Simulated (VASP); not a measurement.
# HfO2 (Fm-3m) in VASP: settings compared, part 2 of 2

VASP 6.6.1.

**3. Dielectric tensor, r2SCAN**

This run uses another cell than the first one, of 10.79 Å³/atom.

Input file INCAR:

```
PREC     = Accurate       # precision mode
ENCUT    = 520            # plane-wave cutoff, eV
EDIFF    = 1E-8           # SCF threshold, eV
ISMEAR   = 0              # smearing method
SIGMA    = 0.01           # smearing width, eV
LREAL    = F              # projectors in reciprocal space
LASPH    = T              # aspherical terms in the spheres
NELM     = 100            # most SCF steps
ALGO     = Normal         # electronic algorithm
ISIF     = 2              # what is computed and relaxed
LWAVE    = F              # write WAVECAR
LCHARG   = F              # write CHGCAR
METAGGA  = R2SCAN         # meta-GGA
LMIXTAU  = T            
LCALCEPS = T
```

Input file KPOINTS:

```
Automatic mesh
0
Gamma
  8 8 8
```

Input file POSCAR:

```
HfO2
1.0
    0.0000000000      2.5291822339      2.5291822339
    2.5291822339      0.0000000000      2.5291822339
    2.5291822339      2.5291822339      0.0000000000
Hf O
1 2
Direct
    0.0000000000      0.0000000000      0.0000000000
    0.7500000000      0.7500000000      0.7500000000
    0.2500000000      0.2500000000      0.2500000000
```

Potentials or basis: VASP PAW PBE potentials, release 64 (Hf_pv, O).

Started as:

```console
$ cat potpaw_PBE.64/Hf_pv/POTCAR potpaw_PBE.64/O/POTCAR > POTCAR
$ mpirun -np 1 vasp_std > vasp.out
```

OUTCAR:

```text
PREC = Accurate
   ENCUT = 520
   EDIFF = 1E-8
   ISMEAR = 0
   LREAL = F
   LASPH = T
   NELM = 100
   ISIF = 2
   METAGGA = R2SCAN

 ion  position               nearest neighbor table
   1  0.000  0.000  0.000-   2 2.19   2 2.19   2 2.19   3 2.19   3 2.19   3 2.19   3 2.19   2 2.19

   2  0.750  0.750  0.750-   1 2.19   1 2.19   1 2.19   1 2.19
   3  0.250  0.250  0.250-   1 2.19   1 2.19   1 2.19   1 2.19

  LATTYP: Found a face centered cubic cell.
 ALAT       =     5.0583644678

  Lattice vectors:

 A1 = (   0.0000000000,   2.5291822339,   2.5291822339)
 A2 = (   2.5291822339,   0.0000000000,   2.5291822339)
 A3 = (   2.5291822339,   2.5291822339,   0.0000000000)

Analysis of symmetry for initial positions (statically):
=====================================================================
 Subroutine PRICEL returns:
 Original cell was already a primitive cell.

 Routine SETGRP: Setting up the symmetry group for a
 face centered cubic supercell.

 Subroutine GETGRP returns: Found 48 space group operations
 (whereof 48 operations were pure point group operations)
 out of a pool of 48 trial point group operations.

The static configuration has the point symmetry O_h .

Analysis of symmetry for dynamics (positions and initial velocities):
=====================================================================
 Subroutine PRICEL returns:
 Original cell was already a primitive cell.

 Routine SETGRP: Setting up the symmetry group for a
 face centered cubic supercell.

 Subroutine GETGRP returns: Found 48 space group operations
 (whereof 48 operations were pure point group operations)
[... 589 lines left out ...]
     12   10000.0000      0.00000
     13   10000.0000      0.00000
     14   10000.0000      0.00000
     15   10000.0000      0.00000

 [... further k-points ...]

------------------------ aborting loop because EDIFF is reached ----------------------------------------

            Ionic dipole moment: p[ion]=(     0.00000     0.00000     0.00000 ) |e| Angst

 Total electronic dipole moment: p[elc]=(     0.00000     0.00000     0.00693 ) |e| Angst

 MACROSCOPIC STATIC DIELECTRIC TENSOR (including local field effects)
 ------------------------------------------------------
           4.873044    -0.000000    -0.000000
           0.000000     4.873044    -0.000000
          -0.000000    -0.000000     4.873044
 ------------------------------------------------------

 PIEZOELECTRIC TENSOR (including local field effects) (e Angst)
          XX          YY          ZZ          XY          YZ          ZX
  --------------------------------------------------------------------------------
  x     0.00000     0.00000     0.00000     0.00000     0.00000     0.00000
  y     0.00000     0.00000     0.00000     0.00000     0.00000     0.00000
  z     0.00000     0.00000     0.00000     0.00000     0.00000     0.00000

 PIEZOELECTRIC TENSOR (including local field effects) (C/m^2)
          XX          YY          ZZ          XY          YZ          ZX
  --------------------------------------------------------------------------------
  x     0.00000     0.00000     0.00000     0.00000     0.00000     0.00000
  y     0.00000     0.00000     0.00000     0.00000     0.00000     0.00000
  z     0.00000     0.00000     0.00000     0.00000     0.00000     0.00000

 BORN EFFECTIVE CHARGES (including local field effects) (in |e|, cummulative output)
 ---------------------------------------------------------------------------------
 ion    1
    1     5.47320    -0.00000     0.00000
    2    -0.00000     5.47320    -0.00000
    3    -0.00000    -0.00000     5.47320
 ion    2
    1    -2.73660    -0.00000     0.00000
    2    -0.00000    -2.73660    -0.00000
    3    -0.00000    -0.00000    -2.73660
 ion    3
    1    -2.73660    -0.00000     0.00000
    2     0.00000    -2.73660     0.00000
    3    -0.00000    -0.00000    -2.73660

  FORCE on cell =-STRESS in cart. coord.  units (eV):
  Direction    XX          YY          ZZ          XY          YZ          ZX
  --------------------------------------------------------------------------------------
  -------------------------------------------------------------------------------------
  Total       -0.8019208     -0.8019208     -0.8019208      0.0000000      0.0000000      0.0000000
  in kB      -39.7074234    -39.7074234    -39.7074234      0.0000000      0.0000000      0.0000000
  external PRESSURE =     -39.7074234 kB  Pullay stress =       0.0000000 kB

 VOLUME and BASIS-vectors are now :
 -----------------------------------------------------------------------------
  energy-cutoff  :      520.00
  volume of cell :       32.36
      direct lattice vectors                 reciprocal lattice vectors
     0.000000000  2.529182234  2.529182234    -0.197692358  0.197692358  0.197692358
     2.529182234  0.000000000  2.529182234     0.197692358 -0.197692358  0.197692358
     2.529182234  2.529182234  0.000000000     0.197692358  0.197692358 -0.197692358

 POSITION                                       TOTAL-FORCE (eV/Angst)
 -----------------------------------------------------------------------------------
      0.00000      0.00000      0.00000        -0.000000     -0.000000     -0.000000
      3.79377      3.79377      3.79377        -0.000000     -0.000000     -0.000000
      1.26459      1.26459      1.26459         0.000000      0.000000      0.000000
 -----------------------------------------------------------------------------------
    total drift:                                0.000000      0.000000      0.000000

  FREE ENERGIE OF THE ION-ELECTRON SYSTEM (eV)
  ---------------------------------------------------
  free  energy   TOTEN  =       -68.5474899601 eV

  energy  without entropy=      -68.5474899601  energy(sigma->0) =      -68.54748996
```

stdout:

```text
POSCAR found type information on POSCAR HfO
 POSCAR found :  2 types and       3 ions
 scaLAPACK will be used
 -----------------------------------------------------------------------------
|                                                                             |
[... 104 lines left out ...]
dp_tot=(  0.845E-06  0.929E-06  0.689E-02 )  diag[e(oo)]=(    ---      ---    4.85087 )
 p_tot=(  0.913E-07  0.101E-06  0.691E-02 )
dp_tot=(  0.851E-06  0.935E-06  0.691E-02 )  diag[e(oo)]=(    ---      ---    4.86659 )
 p_tot=(  0.925E-07  0.102E-06  0.692E-02 )
dp_tot=(  0.852E-06  0.936E-06  0.692E-02 )  diag[e(oo)]=(    ---      ---    4.87240 )
 final diagonalization full
 p_tot=(  0.921E-07  0.101E-06  0.693E-02 )
dp_tot=(  0.851E-06  0.935E-06  0.693E-02 )  diag[e(oo)]=(    ---      ---    4.87319 )
```

It took 32 min on 1 thread of Intel Xeon 6975P-C (Granite Rapids), shared host; peak memory 0.43 GiB.

Results:

```yaml
Band_gap_on_the_k_mesh: 4.31 eV
Electronic_dielectric_tensor_diagonal: 4.87
Born_charges_mean_of_the_diagonal: Hf +5.47; O -2.74 e
```

Electronic dielectric tensor:
```
4.87 0.00 0.00
0.00 4.87 0.00
0.00 0.00 4.87
```

Born effective charge tensors (e):
atom 1, Hf
```
5.47 0.00 0.00
0.00 5.47 0.00
0.00 0.00 5.47
```
atom 2, O
```
-2.74  0.00  0.00
 0.00 -2.74  0.00
 0.00  0.00 -2.74
```
atom 3, O
```
-2.74  0.00  0.00
 0.00 -2.74  0.00
 0.00  0.00 -2.74
```

Dipole moments of the cell (e·Å, modulo the quantum): ionic 0.000, 0.000, 0.000; electronic 0.000, 0.000, 0.007

Caveat: the PAW data sets were made with another functional, which shifts forces and pressure a little; spin-orbit coupling is left out, which moves the levels of the heavy elements. A k mesh can miss the band edges.
